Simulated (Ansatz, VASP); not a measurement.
**Co: VASP beside Ansatz**

```xyz
1
Lattice="0.0000 1.7667 1.7667 1.7667 0.0000 1.7667 1.7667 1.7667 0.0000" Properties=species:S:1:pos:R:3 pbc="T T T"
Co    0.0000    0.0000    0.0000
```

Alike in both runs: task single point; functional PBE; k mesh 8 × 8 × 8; occupations gaussian, width 0.1 eV; collinear spin.

|  | VASP | Ansatz |
| --- | --- | --- |
| version | VASP 6.6.1 | Ansatz 0.2.0 |
| potentials or method | VASP PAW PBE potentials, release 64 (Co), cutoff 520 eV | scalar-relativistic, plane waves, PAW |
| valence electrons in the cell | 9 | 17 |

VASP gave:

```
gap on the k mesh at the Fermi level (eV)                     : none
pressure (GPa)                                                : -2.1
net moment per atom (μB)                                      : 1.70
size of the moment on the site where the two differ most (μB) : 1.72
```

**Question.** Estimate Ansatz's values.

**Answer.** gap on the k mesh at the Fermi level (eV): none; pressure (GPa): -1.6; net moment per atom (μB): 1.70; size of the moment on the site where the two differ most (μB): 1.77.

Site moments also hang on the region over which each program counts them. A gap of «none» marks a metal or a gap that the smearing closes. VASP's potentials hold 9 valence electrons a cell and Ansatz's 17, so a difference there can come from the potentials and not from the codes.

The k mesh is coarse, so the values compare programs but aren't converged.
